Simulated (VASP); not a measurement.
# BaNaBr3 (P4/mmm) in VASP: notebook

Aim: see how the results for BaNaBr3 move with the level of theory and the settings. Levels: HSE06, PBE. Tasks: single point.

Everything below comes from runs of VASP 6.6.1. Logs are shortened: lines on timing, memory, paths and dates and some standing lists are left out, and cuts for length are marked.

## (1) The cell of the first run

The structure is tetragonal, space group P4/mmm (No. 123). The conventional cell has a = 6.261 Å, b = 6.261 Å, c = 6.511 Å, α = 90.00°, β = 90.00°, γ = 90.00°. Na (site symmetry 4/mmm) has 12 Br at 4.43 to 4.52 Å and 8 Ba at 5.50 Å within 5.8 Å. Ba (site symmetry 4/mmm) has 6 Br at 3.13 to 3.26 Å within 4.1 Å. Within 4.3 Å of Br (site symmetry 4/mmm) lie 2 Ba at 3.26 Å. Within 4.1 Å of Br (site symmetry mmm) lie 2 Ba at 3.13 Å.

## (2) Single point, HSE06 (uniaxial z strain +4.0%)

POSCAR

```
BaNaBr3
1.0
    6.2605717850      0.0000000000      0.0000000000
    0.0000000000      6.2605717850      0.0000000000
    0.0000000000      0.0000000000      6.5109946564
Na Ba Br
1 1 3
Direct
    0.0000000000      0.0000000000      0.0000000000
    0.5000000000      0.5000000000      0.5000000000
    0.5000000000      0.5000000000      0.0000000000
    0.5000000000      0.0000000000      0.5000000000
    0.0000000000      0.5000000000      0.5000000000
```

INCAR.step1

```
  PREC = Accurate
  ENCUT = 520
  EDIFF = 1E-5
  ISMEAR = 0
  SIGMA = 0.01
  LREAL = F
  LASPH = T
  NELM = 60
  ALGO = Normal
  ISIF = 2
  LWAVE = T
  NBANDS = 27
  GGA = PE
```

INCAR.step2

```
  PREC = Accurate
  ENCUT = 520
  EDIFF = 1E-6
  ISMEAR = 0
  SIGMA = 0.01
  LREAL = F
  LASPH = T
  NELM = 60
  ALGO = Normal
  ISIF = 2
  LWAVE = F
  LCHARG = T
  GGA = PE
  LHFCALC = T
  HFSCREEN = 0.2079
  PRECFOCK = Fast
  LELF = T
  LVHAR = T
  NBANDS = 27
  ISTART = 1
```

KPOINTS

```
regular mesh
0
Gamma
  2 2 2
```

Potentials or basis: VASP PAW PBE potentials, release 64 (Na_pv, Ba_sv, Br).

Command:

```bash
cat potpaw_PBE.64/Na_pv/POTCAR potpaw_PBE.64/Ba_sv/POTCAR potpaw_PBE.64/Br/POTCAR > POTCAR
cp INCAR.step1 INCAR
mpirun -np 1 vasp_std > vasp.out
cp INCAR.step2 INCAR
mpirun -np 1 vasp_std > vasp.out
```

OUTCAR:

```text
PREC = Accurate
   ENCUT = 520
   EDIFF = 1E-6
   ISMEAR = 0
   LREAL = F
   LASPH = T
   NELM = 60
   ISIF = 2
   GGA = PE
   LHFCALC = T
   HFSCREEN = 0.2079
   PRECFOCK = Fast
   ISTART = 1

 ion  position               nearest neighbor table
   1  0.000  0.000  0.000-
   2  0.500  0.500  0.500-   4 3.13   5 3.13   4 3.13   5 3.13   3 3.26   3 3.26
   3  0.500  0.500  0.000-   2 3.26   2 3.26
   4  0.500  0.000  0.500-   2 3.13   2 3.13
   5  0.000  0.500  0.500-   2 3.13   2 3.13

  LATTYP: Found a simple tetragonal cell.
 ALAT       =     6.2605717850
 C/A-ratio  =     1.0400000000

  Lattice vectors:

 A1 = (   6.2605717850,   0.0000000000,   0.0000000000)
 A2 = (   0.0000000000,   6.2605717850,   0.0000000000)
 A3 = (   0.0000000000,   0.0000000000,   6.5109946564)

Analysis of symmetry for initial positions (statically):
=====================================================================
 Subroutine PRICEL returns:
 Original cell was already a primitive cell.

 Routine SETGRP: Setting up the symmetry group for a
 simple tetragonal supercell.

 Subroutine GETGRP returns: Found 16 space group operations
 (whereof 16 operations were pure point group operations)
 out of a pool of 16 trial point group operations.

The static configuration has the point symmetry D_4h.

Analysis of symmetry for dynamics (positions and initial velocities):
=====================================================================
 Subroutine PRICEL returns:
 Original cell was already a primitive cell.

 Routine SETGRP: Setting up the symmetry group for a
 simple tetragonal supercell.

 Subroutine GETGRP returns: Found 16 space group operations
 (whereof 16 operations were pure point group operations)
 out of a pool of 16 trial point group operations.

The dynamic configuration has the point symmetry D_4h.

 Subroutine INISYM returns: Found 16 space group operations
 (whereof 16 operations are pure point group operations),
 and found     1 'primitive' translations

[... 84 lines left out ...]
   NSW    =      0    number of steps for IOM
   IBRION =     -1    ionic relax: 0-MD 1-quasi-New 2-CG
   NFREE  =      0    steps in history (QN), initial steepest desc. (CG)
   ISIF   =      2    stress and relaxation
   ISYM   =      3    0-nonsym 1-usesym 2-fastsym
   POTIM  = 0.5000    time-step for ionic-motion
   TEBEG  =    0.0;   TEEND  =   0.0 temperature during run
   PSTRESS=    0.0 pullay stress
   NELECT =      38.0000    total number of electrons
   NUPDOWN=      -1.0000    fix difference up-down
   EMIN   =  10.00;   EMAX   =-10.00  energy-range for DOS
   EFERMI =   0.00;   METHOD = LEGACY
   ISMEAR =     0;   SIGMA  =   0.01  broadening in eV -4-tet -1-fermi 0-gaus
   EFERMI_NEDOS =   21; number of points for ismear=-14 and -15
   IALGO  =     38    algorithm
   IMIX   =      1    mixing-type and parameters
     AMIX     =   0.40;   BMIX     =  1.00
     AMIX_MAG =   1.60;   BMIX_MAG =  1.00
  volume/ion in A,a.u.               =      51.04       344.43
  Fermi-wavevector in a.u.,A,eV,Ry     =   0.867716  1.639745 10.244248  0.752931
  Thomas-Fermi vector in A             =   1.986290
   LORBIT       =      0    0 simple, 1 ext, 2 COOP (PROOUT), +10 PAW based schemes
   GGA     = PE    functional components
   LHFCALC =     T    Hartree Fock is set to
   PRECFOCK=fast      Normal, Fast or Accurate (Low or Medium for compatibility)
   ENCUT4O =  -1.0   cutoff for four orbital integrals eV
   NKREDX  =     1    reduce k-point grid by
   NKREDY  =     1    reduce k-point grid by
   NKREDZ  =     1    reduce k-point grid by
   AEXX    =    0.2500 exact exchange contribution
   HFSCREEN=    0.2079 screening length (either q_TF or 0.3 A-1)
   HFSCREENC=   0.2079 screening length for correlation (either q_TF or 0.3 A-1)
   ENCUTFOCK=  -1.0 apply spherical cutoff to Coloumb kernel
   IVDW    =     0    specifies the selected vdW correction
   LEPSILON=     F    determine dielectric tensor
   LRPA    =     F    only Hartree local field effects (RPA)
 non-spin polarized calculation
 Gauss-broadening in eV      SIGMA  =   0.01
  energy-cutoff  :      520.00
  volume of cell :      255.20
 maximum number of plane-waves:      6896
 NGX is ok and might be reduce to    48
  NGX = 28; NGY = 28; NGZ = 28

 number of electron      38.0000011 magnetization

 Free energy of the ion-electron system (eV)
  ---------------------------------------------------
  ext. energy  EPLUGINS =         0.00000000
  ---------------------------------------------------
  free energy    TOTEN  =       -19.05613094 eV

  energy without entropy =      -19.05613094  energy(sigma->0) =      -19.05613094

 E-fermi :  -2.9031     XC(G=0):  -5.1667

 val. band max:       -2.9745097267   @ k =   0.5000   0.5000   0.5000
 cond. band min:       0.9463643650   @ k =   0.0000   0.0000   0.0000
 fundamental gap:      3.9208740917
 Fermi energy:        -2.9030880883

 k-point     1 :       0.0000    0.0000    0.0000
  band No.  band energies     occupation
      1     -30.1134      2.00000
      2     -29.8287      2.00000
      3     -29.8278      2.00000
      4     -29.8278      2.00000
      5     -16.4853      2.00000
      6     -16.4220      2.00000
[... 169 lines left out ...]
     26       5.0661      0.00000
     27       5.4050      0.00000

------------------------ aborting loop because EDIFF is reached ----------------------------------------

  FORCE on cell =-STRESS in cart. coord.  units (eV):
  Direction    XX          YY          ZZ          XY          YZ          ZX
  --------------------------------------------------------------------------------------
  -------------------------------------------------------------------------------------
  Total        0.4915712      0.4915712     -1.3994938      0.0000000      0.0000000     -0.0000000
  in kB        3.0861830      3.0861830     -8.7863037      0.0000000      0.0000000     -0.0000000
  external PRESSURE =      -0.8713125 kB  Pullay stress =       0.0000000 kB

 VOLUME and BASIS-vectors are now :
 -----------------------------------------------------------------------------
  energy-cutoff  :      520.00
  volume of cell :      255.20
      direct lattice vectors                 reciprocal lattice vectors
     6.260571785  0.000000000  0.000000000     0.159729819  0.000000000  0.000000000
     0.000000000  6.260571785  0.000000000     0.000000000  0.159729819  0.000000000
     0.000000000  0.000000000  6.510994656     0.000000000  0.000000000  0.153586365

 POSITION                                       TOTAL-FORCE (eV/Angst)
 -----------------------------------------------------------------------------------
      0.00000      0.00000      0.00000         0.000000      0.000000      0.000000
      3.13029      3.13029      3.25550         0.000000      0.000000      0.000000
      3.13029      3.13029      0.00000         0.000000      0.000000      0.000000
      3.13029      0.00000      3.25550         0.000000      0.000000      0.000000
      0.00000      3.13029      3.25550         0.000000      0.000000      0.000000
 -----------------------------------------------------------------------------------
    total drift:                                0.000000      0.000001      0.000000

  FREE ENERGIE OF THE ION-ELECTRON SYSTEM (eV)
  ---------------------------------------------------
  free  energy   TOTEN  =       -19.0561309357 eV

  energy  without entropy=      -19.0561309357  energy(sigma->0) =      -19.05613094
```

Run time: 6.3 min. Hardware: 1 thread of Intel Xeon Platinum 8375C at 2.90GHz (Ice Lake), shared host; peak memory 0.46 GiB.

What came out:

* Free energy: -19.0561 eV
* Pressure: -0.1 GPa
* Band gap on the k mesh: 3.92 eV, indirect (least direct gap 4.10 eV)

Stress tensor (GPa, compression positive):
```
 0.31  0.00  0.00
 0.00  0.31  0.00
 0.00  0.00 -0.88
```

Caveat: the k points lie up to 0.50 Å⁻¹ apart; the cell differs from its parent crystal (uniaxial z strain +4.0%); the PAW data sets were made with another functional, which shifts forces and pressure a little; spin-orbit coupling is left out, which moves the levels of the heavy elements.

## (3) Single point, PBE (uniaxial z strain +4.0%)

INCAR

```
PREC     = Accurate       # precision mode
ENCUT    = 520            # plane-wave cutoff, eV
EDIFF    = 1E-7           # SCF threshold, eV
ISMEAR   = -1             # smearing method
SIGMA    = 0.02           # smearing width, eV
LREAL    = F              # projectors in reciprocal space
LASPH    = T              # aspherical terms in the spheres
NELM     = 100            # most SCF steps
ALGO     = Normal         # electronic algorithm
ISIF     = 2              # what is computed and relaxed
LWAVE    = F              # write WAVECAR
LCHARG   = F              # write CHGCAR
GGA      = PE             # functional
NBANDS   = 27             # bands
```

KPOINTS

```
Automatic mesh
0
Gamma
  4 4 4
```

POSCAR is that of step 2.

Potentials or basis: VASP PAW PBE potentials, release 64 (Na_pv, Ba_sv, Br).

Command:

```bash
cat potpaw_PBE.64/Na_pv/POTCAR potpaw_PBE.64/Ba_sv/POTCAR potpaw_PBE.64/Br/POTCAR > POTCAR
mpirun -np 1 vasp_std > vasp.out
```

It took 3 min on 1 thread of Oxide Virtual Turin-like, shared host; peak memory 0.36 GiB.

The run converged. Its results:

```
Free energy            : -16.4430 eV
Pressure               : -0.2 GPa
Band gap on the k mesh : 2.82 eV, indirect (least direct gap 2.98 eV)
```

Stress tensor (GPa, compression positive):
```
 0.21  0.00  0.00
 0.00  0.21  0.00
 0.00  0.00 -0.88
```

Levels at points of the mesh, in eV from the valence-band top:
| k point | band 15 | band 16 | band 17 | band 18 | band 19 | band 20 | band 21 | band 22 | band 23 | band 24 |
| --- | --- | --- | --- | --- | --- | --- | --- | --- | --- | --- |
| (0.00, 0.00, 0.00) | -0.32 | -0.32 | -0.20 | -0.16 | -0.16 | 2.82 | 5.04 | 5.05 | 5.05 | 6.16 |
| (0.50, 0.00, 0.00) | -0.58 | -0.54 | -0.38 | -0.24 | -0.19 | 3.77 | 4.81 | 5.15 | 5.83 | 5.87 |
| (0.50, 0.50, 0.00) | -0.59 | -0.47 | -0.47 | -0.42 | 0.00 | 3.92 | 5.83 | 5.83 | 6.10 | 6.10 |
| (0.00, 0.00, 0.50) | -0.48 | -0.48 | -0.41 | -0.20 | -0.20 | 3.67 | 4.89 | 5.11 | 5.70 | 5.70 |
| (0.50, 0.00, 0.50) | -0.53 | -0.53 | -0.47 | -0.36 | -0.03 | 3.94 | 5.72 | 5.79 | 5.90 | 6.06 |
| (0.50, 0.50, 0.50) | -1.04 | -1.04 | -0.02 | -0.02 | 0.00 | 3.55 | 6.60 | 6.60 | 6.71 | 6.86 |

Caveat: the cell differs from its parent crystal (uniaxial z strain +4.0%); spin-orbit coupling is left out, which moves the levels of the heavy elements. A k mesh can miss the band edges.
